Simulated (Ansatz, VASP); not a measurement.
# Hf in VASP and in Ansatz

File INCAR:

```
PREC     = Accurate       # precision mode
ENCUT    = 520            # plane-wave cutoff, eV
EDIFF    = 1E-7           # SCF threshold, eV
ISMEAR   = 1              # smearing method
SIGMA    = 0.01           # smearing width, eV
LREAL    = F              # projectors in reciprocal space
LASPH    = T              # aspherical terms in the spheres
NELM     = 150            # most SCF steps
ALGO     = Fast           # electronic algorithm
ISIF     = 2              # what is computed and relaxed
LWAVE    = F              # write WAVECAR
LCHARG   = T              # write CHGCAR
MAGMOM   = 0 0 0.5        # initial moments
LORBIT   = 11             # projections on sites
LSORBIT  = T              # spin-orbit coupling
GGA_COMPAT= F            
LORBMOM  = T            
LMAXMIX  = 4              # l up to which the mixer works
GGA      = RE             # functional
IVDW     = 12             # dispersion correction
LVHAR    = T            
NBANDS   = 21             # bands
```

Contents of KPOINTS:

```
regular mesh
0
Gamma
  10 10 10
```

POSCAR

```
Hf
1.0
    0.0000000000      2.2200000000      2.2200000000
    2.2200000000      0.0000000000      2.2200000000
    2.2200000000      2.2200000000      0.0000000000
Hf
1
Direct
    0.0000000000      0.0000000000      0.0000000000
```

Contents of input.yaml:

```yaml
crystal:
  lattice:
    - [0.0, 2.22, 2.22]
    - [2.22, 0.0, 2.22]
    - [2.22, 2.22, 0.0]
  atoms:
    - { symbol: Hf, position: [0.0, 0.0, 0.0], spin: 0.5, spin_axis: [0.0, 0.0, 0.5] }
hamiltonian:
  xc: revpbe
  pseudopotentials: { kind: nc_fr }
  dispersion: d3bj
magnetization:
  noncollinear: true
  spin_orbit: true
kpoints:
  mp_grid: { grid: [10, 10, 10] }
scf:
  occupations: { method: methfessel_paxton, width: 0.01 }
output:
  forces: true
  stress: true
  eigenvalues: true
  write_density: true
  write_potential: true
  elf: true
  volumetric_format: npy
```

Alike in both runs: task single point; functional revPBE; dispersion D3(BJ); k mesh 10 × 10 × 10; occupations methfessel-paxton of order 1, width 0.01 eV; non-collinear spin, spin-orbit coupling.

|  | VASP | Ansatz |
| --- | --- | --- |
| version | VASP 6.6.1 | Ansatz 0.2.0 |
| potentials or method | VASP PAW PBE potentials, release 64 (Hf_pv) | PseudoDojo standard (PBE files) |
| plane-wave cutoff (eV) | 520 | 789 |
| valence electrons in the cell | 10 | 12 |

```csv
,VASP,Ansatz,Ansatz less VASP
pressure (GPa),-1.9,-0.8,+1.09
net moment per atom (μB),0.02,0.02,-0.001
```

VASP's potentials were made for PBE, not for revPBE. VASP's potentials hold 10 valence electrons a cell and Ansatz's 12, so a difference there can come from the potentials and not from the codes.

Noted on Ansatz's run: the potentials were made for another functional, which shifts forces and pressure.
